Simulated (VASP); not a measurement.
Set up this calculation in VASP 6.6.1, as the native input.

```
Task                   : single point
Functional             : PBE
Potentials or basis    : VASP PAW PBE potentials, release 64 (Ga_d, N)
Cutoff                 : 520 eV
k mesh                 : 6 × 6 × 4
Occupations            : gaussian, width 0.01 eV
Spin                   : no spin polarisation
Dipole correction      : no
Further INCAR settings : ALGO = Normal; EDIFF = 1e-06; NBANDS = 26
```

The structure of GaN lies in POSCAR:

```
GaN
1.0
    3.1831500546      0.0000000000      0.0000000000
   -1.5915750273      2.7566888113      0.0000000000
    0.0000000000      0.0000000000      5.1836268250
Ga N
2 2
Direct
    0.3333333333      0.6666666667     -0.0008868441
    0.6666666667      0.3333333333      0.4991131559
    0.3333333333      0.6666666667      0.3758868441
    0.6666666667      0.3333333333      0.8758868441
```

One way to write it, as run:

INCAR

```
SYSTEM = GaN
  ALGO = Normal
  EDIFF = 1E-6
  ENCUT = 520
  GGA = PE
  ISIF = 2
  ISMEAR = 0
  LASPH = .TRUE.
  LCHARG = .FALSE.
  LREAL = .FALSE.
  LWAVE = .FALSE.
  NBANDS = 26
  NELM = 100
  PREC = Accurate
  SIGMA = 0.01
```

KPOINTS

```
k-points
0
G
  6 6 4
  0 0 0
```

Potentials or basis: VASP PAW PBE potentials, release 64 (Ga_d, N).

Run with:

```sh
$ cat potpaw_PBE.64/Ga_d/POTCAR potpaw_PBE.64/N/POTCAR > POTCAR
$ mpirun -np 1 vasp_std > vasp.out
```

It gave:

```yaml
Pressure: 6.3 GPa
Largest_force: 0.004 eV/Å
Band_gap_on_the_k_mesh: 1.94 eV, direct
```

Wall time 13 s on 1 thread of Intel(R) Xeon(R) Platinum 8488C (Sapphire Rapids), with other jobs on the host, peak memory 0.16 GiB.
